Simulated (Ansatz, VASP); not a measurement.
**One calculation of C, two programs**

```xyz
4
Lattice="2.4981 0.0000 0.0000 -1.2491 2.1634 0.0000 0.0000 0.0000 4.2230" Properties=species:S:1:pos:R:3 pbc="T T T"
C     0.0000    1.4423   -0.0011
C     1.2491    0.7211    2.1104
C     0.0000    1.4423    1.5805
C     1.2491    0.7211    3.6920
```

Change from the starting cell: strained cell.

Alike in both runs: task relaxation of the atoms; functional PBEsol; k mesh 9 × 9 × 6; occupations gaussian, width 0.02 eV; no spin polarisation.

|  | VASP | Ansatz |
| --- | --- | --- |
| version | VASP 6.6.1 | Ansatz 0.2.0 |
| potentials or method | VASP PAW PBE potentials, release 64 (C), cutoff 520 eV | scalar-relativistic, plane waves, PAW |
| valence electrons in the cell | 16 | 16 |

```csv
,VASP,Ansatz,Ansatz less VASP
"gap on the k mesh at the Fermi level, each at its own relaxed structure (eV)",3.08,3.10,+0.025
```

VASP's potentials were made for PBE, not for PBEsol, and Ansatz warns of the same on its side. Ansatz's warnings: stress scf threshold loose.
